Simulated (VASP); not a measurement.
Runs of VASP 6.6.1 on Al. The structure is that of space group P6/mmm (No. 191), or close to it. The cells are those of the table. 

```csv
task,cell,k mesh,cutoff (eV),gap on the mesh (eV),pressure (GPa)
relaxation of cell and atoms,"relaxed from a = 4.580, b = 4.580, c = 2.727 Å, angles 90.0, 90.0, 120.0°, 2 atoms",15 × 15 × 20,600,none,0.0
single point,"a = 4.545, b = 4.545, c = 2.754 Å, angles 90.0, 90.0, 120.0°, 2 atoms",15 × 15 × 20,520,none,0.0
single point,"a = 2.725, b = 2.725, c = 3.390 Å, angles 90.0, 90.0, 120.0°, 2 atoms",9 × 9 × 6,520,none,329.4
single point,"a = 4.580, b = 4.580, c = 2.727 Å, angles 90.0, 90.0, 120.0°, 2 atoms",9 × 9 × 6,520,none,(a)
```

Alike in all rows: level PBE; potentials or basis VASP PAW PBE potentials, release 64 (Al); no spin polarisation; smearing gaussian 0.1 eV.

Question: Estimate the missing entries.

Answer: (a) -0.3.

Caveats: some runs use coarse meshes.

A gap of «none» marks levels without a gap at the run's occupations.
